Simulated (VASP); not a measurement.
A run of VASP 6.6.1 is set up as follows.

Contents of INCAR:

```
SYSTEM = CdS
ALGO = Normal
EDIFF = 1E-6
ENCUT = 520
GGA = PE
ISIF = 2
ISMEAR = -1
LASPH = .True.
LCHARG = .False.
LREAL = .False.
LWAVE = .False.
NBANDS = 16
NELM = 100
PREC = Accurate
SIGMA = 0.02
```

The input KPOINTS:

```
k-points
0
Gamma
  6 6 6
  0 0 0
```

POSCAR

```
CdS
1.0
    0.0000000000      2.9165000000      3.0623250000
    2.9165000000      0.0000000000      3.0623250000
    2.9165000000      2.9165000000      0.0000000000
Cd S
1 1
Direct
    0.0000000000      0.0000000000      0.0000000000
    0.2500000000      0.2500000000      0.2500000000
```

Potentials or basis: VASP PAW PBE potentials, release 64 (Cd, S).

Run with:

```bash
$ cat potpaw_PBE.64/Cd/POTCAR potpaw_PBE.64/S/POTCAR > POTCAR
$ mpirun -np 1 vasp_std > vasp.out
```

(1) What does it give for the band gap on the k mesh?

(2) What does it give for the pressure?

## Answers

(1) 0.98 eV, direct.

(2) 0.2 GPa.
